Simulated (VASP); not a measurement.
# CdF2 (R3m) in VASP: further runs, part 2 of 2

VASP 6.6.1. The steps go on from the part before.

## (3) Single point, PBE (all Cd atoms moved +0.225 Å, as atom 1 along Cartesian [1 1 1])

INCAR

```
ALGO     = Normal         # electronic algorithm
EDIFF    = 1E-6           # SCF threshold, eV
ENCUT    = 520            # plane-wave cutoff, eV
GGA      = PE             # functional
ISIF     = 2              # what is computed and relaxed
ISMEAR   = 0              # smearing method
LASPH    = True           # aspherical terms in the spheres
LCHARG   = False          # write CHGCAR
LREAL    = False          # projectors in reciprocal space
LWAVE    = False          # write WAVECAR
NBANDS   = 20             # bands
NELM     = 60             # most SCF steps
PREC     = Accurate       # precision mode
SIGMA    = 0.05           # smearing width, eV
```

KPOINTS

```
k-points
0
Gamma
  8 8 8
```

POSCAR

```
CdF2
1.0
    0.0000000000      2.6940000000      2.6940000000
    2.6940000000      0.0000000000      2.6940000000
    2.6940000000      2.6940000000      0.0000000000
Cd F
1 2
Direct
    0.0241098386      0.0241098386      0.0241098386
    0.2500000000      0.2500000000      0.2500000000
    0.7500000000      0.7500000000      0.7500000000
```

Potentials or basis: VASP PAW PBE potentials, release 64 (Cd, F).

The run is started by

```sh
cat potpaw_PBE.64/Cd/POTCAR potpaw_PBE.64/F/POTCAR > POTCAR
mpirun -np 1 vasp_std > vasp.out
```

OUTCAR:

```text
EDIFF = 1E-6
   ENCUT = 520
   GGA = PE
   ISIF = 2
   ISMEAR = 0
   LASPH = True
   LREAL = False
   NELM = 60
   PREC = Accurate

 ion  position               nearest neighbor table
   1  0.024  0.024  0.024-   2 2.11   3 2.27   3 2.27   3 2.27   2 2.42   2 2.42   2 2.42   3 2.56

   2  0.250  0.250  0.250-   1 2.11   1 2.42   1 2.42   1 2.42
   3  0.750  0.750  0.750-   1 2.27   1 2.27   1 2.27   1 2.56

  LATTYP: Found a face centered cubic cell.
 ALAT       =     5.3880000000

  Lattice vectors:

 A1 = (   0.0000000000,   2.6940000000,   2.6940000000)
 A2 = (   2.6940000000,   0.0000000000,   2.6940000000)
 A3 = (   2.6940000000,   2.6940000000,   0.0000000000)

Analysis of symmetry for initial positions (statically):
=====================================================================
 Subroutine PRICEL returns:
 Original cell was already a primitive cell.

 Routine SETGRP: Setting up the symmetry group for a
 face centered cubic supercell.

 Subroutine GETGRP returns: Found  6 space group operations
 (whereof  6 operations were pure point group operations)
 out of a pool of 48 trial point group operations.

The static configuration has the point symmetry C_3v.

Analysis of symmetry for dynamics (positions and initial velocities):
=====================================================================
 Subroutine PRICEL returns:
 Original cell was already a primitive cell.

 Routine SETGRP: Setting up the symmetry group for a
 face centered cubic supercell.

 Subroutine GETGRP returns: Found  6 space group operations
 (whereof  6 operations were pure point group operations)
 out of a pool of 48 trial point group operations.

[... 114 lines left out ...]
   NUPDOWN=      -1.0000    fix difference up-down
   EMIN   =  10.00;   EMAX   =-10.00  energy-range for DOS
   EFERMI =   0.00;   METHOD = LEGACY
   ISMEAR =     0;   SIGMA  =   0.05  broadening in eV -4-tet -1-fermi 0-gaus
   EFERMI_NEDOS =   21; number of points for ismear=-14 and -15
   IALGO  =     38    algorithm
   IMIX   =      4    mixing-type and parameters
     AMIX     =   0.40;   BMIX     =  1.00
     AMIX_MAG =   1.60;   BMIX_MAG =  1.00
  volume/ion in A,a.u.               =      13.03        87.96
  Fermi-wavevector in a.u.,A,eV,Ry     =   1.428867  2.700166 27.778468  2.041660
  Thomas-Fermi vector in A             =   2.548882
   LORBIT       =      0    0 simple, 1 ext, 2 COOP (PROOUT), +10 PAW based schemes
   GGA     = PE    functional components
   LHFCALC =     F    Hartree Fock is set to
   AEXX    =    0.0000 exact exchange contribution
   IVDW    =     0    specifies the selected vdW correction
   LEPSILON=     F    determine dielectric tensor
   LRPA    =     F    only Hartree local field effects (RPA)
 non-spin polarized calculation
 Gauss-broadening in eV      SIGMA  =   0.05
  energy-cutoff  :      520.00
  volume of cell :       39.10
 maximum number of plane-waves:      1067
   NGX = 15   NGY = 15   NGZ = 15

 number of electron      25.9999978 magnetization

 Free energy of the ion-electron system (eV)
  ---------------------------------------------------
  ext. energy  EPLUGINS =         0.00000000
  ---------------------------------------------------
  free energy    TOTEN  =       -10.69184965 eV

  energy without entropy =      -10.69184965  energy(sigma->0) =      -10.69184965

 E-fermi :  -1.0213     XC(G=0): -10.3994

 val. band max:       -1.3380026483   @ k =  -0.2500   0.5000   0.2500
 cond. band min:       1.7802085937   @ k =   0.0000   0.0000   0.0000
 fundamental gap:      3.1182112420
 Fermi energy:        -1.0213483363

 k-point     1 :       0.0000    0.0000    0.0000
  band No.  band energies     occupation
      1     -22.1632      2.00000
      2     -21.0799      2.00000
      3      -6.9563      2.00000
      4      -6.9359      2.00000
      5      -6.9359      2.00000
      6      -5.7646      2.00000
[... 541 lines left out ...]
     19      16.8146      0.00000
     20      19.7062      0.00000

 [... further k-points ...]

------------------------ aborting loop because EDIFF is reached ----------------------------------------

  FORCE on cell =-STRESS in cart. coord.  units (eV):
  Direction    XX          YY          ZZ          XY          YZ          ZX
  --------------------------------------------------------------------------------------
  -------------------------------------------------------------------------------------
  Total        2.2766085      2.2766085      2.2766085      0.5168709      0.5168709      0.5168709
  in kB       93.2773442     93.2773442     93.2773442     21.1772658     21.1772658     21.1772658
  external PRESSURE =      93.2773442 kB  Pullay stress =       0.0000000 kB

 VOLUME and BASIS-vectors are now :
 -----------------------------------------------------------------------------
  energy-cutoff  :      520.00
  volume of cell :       39.10
      direct lattice vectors                 reciprocal lattice vectors
     0.000000000  2.694000000  2.694000000    -0.185597624  0.185597624  0.185597624
     2.694000000  0.000000000  2.694000000     0.185597624 -0.185597624  0.185597624
     2.694000000  2.694000000  0.000000000     0.185597624  0.185597624 -0.185597624

 POSITION                                       TOTAL-FORCE (eV/Angst)
 -----------------------------------------------------------------------------------
      0.12990      0.12990      0.12990        -0.956672     -0.956672     -0.956672
      1.34700      1.34700      1.34700         0.754860      0.754860      0.754860
      4.04100      4.04100      4.04100         0.201812      0.201812      0.201812
 -----------------------------------------------------------------------------------
    total drift:                               -0.000219     -0.000219     -0.000219

  FREE ENERGIE OF THE ION-ELECTRON SYSTEM (eV)
  ---------------------------------------------------
  free  energy   TOTEN  =       -10.6918496455 eV

  energy  without entropy=      -10.6918496455  energy(sigma->0) =      -10.69184965
```

OSZICAR:

```text
N       E                     dE             d eps       ncg     rms          rms(c)
DAV:   1     0.201955622543E+03    0.20196E+03   -0.15226E+04  2600   0.132E+03
DAV:   2    -0.354097530327E+01   -0.20550E+03   -0.19756E+03  2836   0.348E+02
DAV:   3    -0.123781020322E+02   -0.88371E+01   -0.88149E+01  2980   0.796E+01
DAV:   4    -0.124154366079E+02   -0.37335E-01   -0.37333E-01  2828   0.536E+00
DAV:   5    -0.124155713765E+02   -0.13477E-03   -0.13477E-03  2956   0.288E-01    0.109E+01
DAV:   6    -0.106546649801E+02    0.17609E+01   -0.39899E+00  3424   0.389E+01    0.796E+00
DAV:   7    -0.107068925853E+02   -0.52228E-01   -0.98393E-01  2708   0.920E+00    0.456E+00
DAV:   8    -0.107018154687E+02    0.50771E-02   -0.15524E-01  2680   0.384E+00    0.740E-01
DAV:   9    -0.106910889813E+02    0.10726E-01   -0.42949E-02  3224   0.273E+00    0.939E-02
DAV:  10    -0.106917198761E+02   -0.63089E-03   -0.34231E-03  2668   0.648E-01    0.128E-01
DAV:  11    -0.106918266735E+02   -0.10680E-03   -0.12817E-04  2840   0.109E-01    0.336E-02
DAV:  12    -0.106918476564E+02   -0.20983E-04   -0.20730E-05  2696   0.470E-02    0.198E-02
DAV:  13    -0.106918498651E+02   -0.22087E-05   -0.91661E-06  2840   0.260E-02    0.440E-03
DAV:  14    -0.106918496455E+02    0.21962E-06   -0.10297E-06  2324   0.125E-02
   1 F= -.10691850E+02 E0= -.10691850E+02  d E =-.126617E-20
```

stdout:

```text
POSCAR found type information on POSCAR CdF
 POSCAR found :  2 types and       3 ions
 scaLAPACK will be used
 LDA part: xc-table for (Slater+PW92), standard interpolation
 POSCAR, INCAR and KPOINTS ok, starting setup
 FFT: planning ... GRIDC
 FFT: planning ... GRID_SOFT
 FFT: planning ... GRID
 WAVECAR not read
 entering main loop
```

It took 30 s on 1 thread of Intel Xeon Platinum 8375C at 2.90GHz (Ice Lake), shared host; peak memory 0.18 GiB.

Results:

| Property | Result |
| --- | --- |
| Free energy | -10.6918 eV |
| Pressure | 9.3 GPa |
| Largest force | 1.657 eV/Å |
| Band gap on the k mesh | 3.12 eV, indirect (least direct gap 3.60 eV) |

Forces in eV/Å, atoms in the order of the input:
```
Cd  -0.957 -0.957 -0.957
F    0.755  0.755  0.755
F    0.202  0.202  0.202
```

Caveat: the cell differs from its parent crystal (all Cd atoms moved +0.225 Å, as atom 1 along Cartesian [1 1 1]); forces of over 1 eV/Å act on the atoms, so gaps and moduli don't describe the material at rest. A k mesh can miss the band edges.

## (4) Single point, PBE (all Cd atoms moved -0.150 Å, as atom 1 along Cartesian [1 1 1])

INCAR

```
SYSTEM = CdF2
  PREC = Accurate
  ENCUT = 520
  EDIFF = 1E-6
  ISMEAR = 0
  SIGMA = 0.05
  LREAL = .False.
  LASPH = .True.
  NELM = 80
  ALGO = Normal
  ISIF = 2
  LWAVE = .False.
  LCHARG = .True.
  GGA = PE
  LELF = .True.
  LVHAR = .True.
  NBANDS = 20
```

KPOINTS

```
regular mesh
0
Gamma
  8 8 8
  0 0 0
```

POSCAR: that of step 3 with these lines changed.

```diff
@@ -8,3 +8,3 @@
 Direct
-    0.0241098386      0.0241098386      0.0241098386
+   -0.0160732258     -0.0160732258     -0.0160732258
     0.2500000000      0.2500000000      0.2500000000
```

Potentials or basis: VASP PAW PBE potentials, release 64 (Cd, F).

The run is started by

```sh
cat potpaw_PBE.64/Cd/POTCAR potpaw_PBE.64/F/POTCAR > POTCAR
mpirun -np 1 vasp_std > vasp.out
```

OUTCAR:

```text
SYSTEM = CdF2
   PREC = Accurate
   ENCUT = 520
   EDIFF = 1E-6
   ISMEAR = 0
   LREAL = .False.
   LASPH = .True.
   NELM = 80
   ISIF = 2
   GGA = PE

 ion  position               nearest neighbor table
   1  0.984  0.984  0.984-   3 2.18   2 2.29   2 2.29   2 2.29   3 2.39   3 2.39   3 2.39   2 2.48

   2  0.250  0.250  0.250-   1 2.29   1 2.29   1 2.29   1 2.48
   3  0.750  0.750  0.750-   1 2.18   1 2.39   1 2.39   1 2.39

  LATTYP: Found a face centered cubic cell.
 ALAT       =     5.3880000000

  Lattice vectors:

 A1 = (   0.0000000000,   2.6940000000,   2.6940000000)
 A2 = (   2.6940000000,   0.0000000000,   2.6940000000)
 A3 = (   2.6940000000,   2.6940000000,   0.0000000000)

Analysis of symmetry for initial positions (statically):
=====================================================================
 Subroutine PRICEL returns:
 Original cell was already a primitive cell.

 Routine SETGRP: Setting up the symmetry group for a
 face centered cubic supercell.

 Subroutine GETGRP returns: Found  6 space group operations
 (whereof  6 operations were pure point group operations)
 out of a pool of 48 trial point group operations.

The static configuration has the point symmetry C_3v.
[... 162 lines left out ...]

 E-fermi :  -1.0223     XC(G=0): -10.4065

 val. band max:       -1.3269096096   @ k =  -0.2500   0.5000   0.2500
 cond. band min:       1.7670344229   @ k =   0.0000   0.0000   0.0000
 fundamental gap:      3.0939440326
 Fermi energy:        -1.0222730374

 k-point     1 :       0.0000    0.0000    0.0000
  band No.  band energies     occupation
      1     -22.1369      2.00000
      2     -21.0418      2.00000
      3      -6.9379      2.00000
      4      -6.9310      2.00000
      5      -6.9310      2.00000
      6      -5.7386      2.00000
[... 541 lines left out ...]
     19      16.8328      0.00000
     20      19.6900      0.00000

 [... further k-points ...]

------------------------ aborting loop because EDIFF is reached ----------------------------------------

  FORCE on cell =-STRESS in cart. coord.  units (eV):
  Direction    XX          YY          ZZ          XY          YZ          ZX
  --------------------------------------------------------------------------------------
  -------------------------------------------------------------------------------------
  Total        1.8428972      1.8428972      1.8428972      0.2170596      0.2170596      0.2170596
  in kB       75.5072970     75.5072970     75.5072970      8.8933779      8.8933779      8.8933779
  external PRESSURE =      75.5072970 kB  Pullay stress =       0.0000000 kB

 VOLUME and BASIS-vectors are now :
 -----------------------------------------------------------------------------
  energy-cutoff  :      520.00
  volume of cell :       39.10
      direct lattice vectors                 reciprocal lattice vectors
     0.000000000  2.694000000  2.694000000    -0.185597624  0.185597624  0.185597624
     2.694000000  0.000000000  2.694000000     0.185597624 -0.185597624  0.185597624
     2.694000000  2.694000000  0.000000000     0.185597624  0.185597624 -0.185597624

 POSITION                                       TOTAL-FORCE (eV/Angst)
 -----------------------------------------------------------------------------------
      5.30140      5.30140      5.30140         0.565192      0.565192      0.565192
      1.34700      1.34700      1.34700        -0.166510     -0.166510     -0.166510
      4.04100      4.04100      4.04100        -0.398682     -0.398682     -0.398682
 -----------------------------------------------------------------------------------
    total drift:                               -0.000324     -0.000324     -0.000324

  FREE ENERGIE OF THE ION-ELECTRON SYSTEM (eV)
  ---------------------------------------------------
  free  energy   TOTEN  =       -10.7894767465 eV

  energy  without entropy=      -10.7894767465  energy(sigma->0) =      -10.78947675
```

OSZICAR:

```text
N       E                     dE             d eps       ncg     rms          rms(c)
DAV:   1     0.204261495231E+03    0.20426E+03   -0.15433E+04  2608   0.132E+03
DAV:   2    -0.342645243440E+01   -0.20769E+03   -0.19930E+03  2852   0.349E+02
DAV:   3    -0.124639802826E+02   -0.90375E+01   -0.90140E+01  2976   0.797E+01
DAV:   4    -0.125033074332E+02   -0.39327E-01   -0.39326E-01  2816   0.545E+00
DAV:   5    -0.125034484630E+02   -0.14103E-03   -0.14103E-03  2960   0.292E-01    0.105E+01
DAV:   6    -0.107547591128E+02    0.17487E+01   -0.39708E+00  3376   0.385E+01    0.768E+00
DAV:   7    -0.108043647535E+02   -0.49606E-01   -0.94456E-01  2712   0.897E+00    0.438E+00
DAV:   8    -0.107984132289E+02    0.59515E-02   -0.14518E-01  2656   0.365E+00    0.725E-01
DAV:   9    -0.107887568330E+02    0.96564E-02   -0.38042E-02  3204   0.251E+00    0.897E-02
DAV:  10    -0.107893518109E+02   -0.59498E-03   -0.31288E-03  2692   0.623E-01    0.124E-01
DAV:  11    -0.107894530180E+02   -0.10121E-03   -0.12787E-04  2808   0.112E-01    0.355E-02
DAV:  12    -0.107894749520E+02   -0.21934E-04   -0.28199E-05  2692   0.487E-02    0.190E-02
DAV:  13    -0.107894769445E+02   -0.19926E-05   -0.75440E-06  2832   0.230E-02    0.399E-03
DAV:  14    -0.107894767465E+02    0.19801E-06   -0.72749E-07  2344   0.109E-02
   1 F= -.10789477E+02 E0= -.10789477E+02  d E =-.249866E-19
```

It took 31 s on 1 thread of Intel Xeon Platinum 8375C at 2.90GHz (Ice Lake), shared host; peak memory 0.18 GiB.

What came out:

| Item | Value |
| --- | --- |
| Free energy | -10.7895 eV |
| Pressure | 7.6 GPa |
| Largest force | 0.979 eV/Å |
| Band gap on the k mesh | 3.09 eV, indirect (least direct gap 3.58 eV) |

Forces on the atoms (eV/Å):
```
Cd   0.565  0.565  0.565
F   -0.167 -0.167 -0.167
F   -0.399 -0.399 -0.399
```

Stress tensor (GPa, compression positive):
```
7.55 0.89 0.89
0.89 7.55 0.89
0.89 0.89 7.55
```

Caveat: the cell differs from its parent crystal (all Cd atoms moved -0.150 Å, as atom 1 along Cartesian [1 1 1]).
